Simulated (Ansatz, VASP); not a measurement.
# V3Pt: VASP beside Ansatz

```
CELL_PARAMETERS angstrom
3.75208 0.00000 0.00000
0.00000 3.75208 0.00000
0.00000 0.00000 3.75208
ATOMIC_POSITIONS crystal
V 0.00000 0.50000 0.50000
V 0.50000 0.00000 0.50000
V 0.50000 0.50000 0.00000
Pt 0.00000 0.00000 0.00000
```

Alike in both runs: functional LDA; k mesh 9 × 9 × 9; occupations fermi-dirac, width 0.05 eV; collinear spin.

Ansatz relaxed the structure, and its values are those at the end. VASP's run is a single point on that final structure, the one shown.

|  | VASP | Ansatz |
| --- | --- | --- |
| version | VASP 6.6.1 | Ansatz 0.2.0 |
| potentials or method | VASP PAW LDA potentials, release 64 (V_sv, Pt) | PAW with Ansatz's default frozen-core files, scalar-relativistic |
| plane-wave cutoff (eV) | 520 | 420 |
| valence electrons in the cell | 49 | 57 |

|  | VASP | Ansatz | Ansatz less VASP |
| --- | --- | --- | --- |
| gap on the k mesh at the Fermi level (eV) | none | none | - |
| pressure (GPa) | 0.6 | 0.0 | -0.63 |
| net moment per atom (μB) | 0.00 | 0.00 | 0.000 |

LDA's correlation is that of Perdew and Zunger in VASP and of Perdew and Wang (1992) in Ansatz. A gap of «none» marks a metal or a gap that the smearing closes. VASP's potentials hold 49 valence electrons a cell and Ansatz's 57, so a difference there can come from the potentials and not from the codes. Ansatz's warnings: seeded moment not kept.

Spin-orbit coupling is off throughout.
